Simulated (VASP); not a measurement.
Wanted: the native input for a VASP 6.6.1 run.

* Task: single point
* Functional: PBEsol
* Potentials or basis: VASP PAW PBE potentials, release 64 (Ta_pv, K_sv)
* Cutoff: 520 eV
* k mesh: 6 × 6 × 1
* Occupations: gaussian, width 0.1 eV
* Spin: no spin polarisation
* Dipole correction: yes
* Further INCAR settings: ALGO = Normal; EDIFF = 1e-06; NBANDS = 46

The structure of KTa6 lies in POSCAR:

```
KTa6
1.0
    4.6392671641      0.0000000000      0.0000000000
   -2.3196335820      4.0177232190      0.0000000000
    0.0000000000      0.0000000000     19.9438808521
Ta K
6 1
Direct
    0.6666666667      0.3333333333      0.2005627706
    0.3333333333      0.6666666666      0.2480453269
    0.0000000000      0.0000000000      0.2955278831
    0.6666666667      0.3333333333      0.3400187729
    0.3333333333      0.6666666666      0.3814681516
    0.0000000000      0.0000000000      0.4233820346
    0.2222222222      0.1111111111      0.5862461490
```

The input as run:

INCAR

```
SYSTEM = KTa6
PREC = Accurate
ENCUT = 520
EDIFF = 1E-6
ISMEAR = 0
SIGMA = 0.1
LREAL = .False.
LASPH = .True.
NELM = 60
ALGO = Normal
ISIF = 2
LWAVE = .False.
LCHARG = .True.
LDIPOL = .True.
IDIPOL = 3
DIPOL = 0.5 0.5 0.354
GGA = PS
LELF = .True.
LVHAR = .True.
LVACPOTAV = .True.
NBANDS = 46
```

KPOINTS

```
Automatic mesh
0
Gamma
  6 6 1
  0 0 0
```

Potentials or basis: VASP PAW PBE potentials, release 64 (Ta_pv, K_sv).

Run with:

```bash
$ cat potpaw_PBE.64/Ta_pv/POTCAR potpaw_PBE.64/K_sv/POTCAR > POTCAR
$ mpirun -np 1 vasp_std > vasp.out
```

It gave:

* Largest force: 1.814 eV/Å
* Band gap on the k mesh: zero (an odd number of electrons rules out a gap without spin polarisation)

Caveat: the PAW data sets were made with another functional, which shifts forces and pressure a little; spin-orbit coupling is left out, which moves the levels of the heavy elements.

Wall time 14 min on 1 thread of Oxide Virtual Turin-like Processor, with other jobs on the host, peak memory 0.5 GiB.
